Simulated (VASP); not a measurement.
Wanted: the native input for a VASP 6.6.1 run.

| Item | Value |
| --- | --- |
| Task | single point |
| Functional | LDA |
| Potentials or basis | VASP PAW LDA potentials, release 64 (Ir) |
| Cutoff | 520 eV |
| k mesh | 22 × 22 × 22 |
| Occupations | gaussian, width 0.15 eV |
| Spin | no spin polarisation |
| Dipole correction | no |
| Further INCAR settings | ALGO = Fast; EDIFF = 1e-06; NBANDS = 10 |

The structure of Ir lies in POSCAR:

```
Ir
1.0
    0.0000000000      1.9880447558      1.7035555512
    1.9880447558      0.0000000000      1.7035555512
    1.9880447558      1.9880447558      0.0000000000
Ir
1
Direct
    0.0000000000      0.0000000000      0.0000000000
```

This cell differs from its parent crystal: volume 13.466 Å^3 an atom, c/a of the conventional cell 0.8569.

The input as run:

INCAR

```
ALGO     = Fast           # electronic algorithm
EDIFF    = 1E-6           # SCF threshold, eV
ENCUT    = 520            # plane-wave cutoff, eV
ISIF     = 2              # what is computed and relaxed
ISMEAR   = 0              # smearing method
LASPH    = True           # aspherical terms in the spheres
LCHARG   = True           # write CHGCAR
LELF     = True           # ELF
LREAL    = False          # projectors in reciprocal space
LVHAR    = True         
LWAVE    = False          # write WAVECAR
NBANDS   = 10             # bands
NELM     = 100            # most SCF steps
PREC     = Accurate       # precision mode
SIGMA    = 0.15           # smearing width, eV
```

KPOINTS

```
k-points
0
Gamma
  22 22 22
```

Potentials or basis: VASP PAW LDA potentials, release 64 (Ir).

Launch:

```bash
$ cat potpaw_LDA.64/Ir/POTCAR > POTCAR
$ mpirun -np 1 vasp_std > vasp.out
```

Results of the run:

* Pressure: 20.1 GPa

Wall time 5.1 min on 1 thread of AMD EPYC 7R13, on a shared host, peak memory 0.2 GiB.
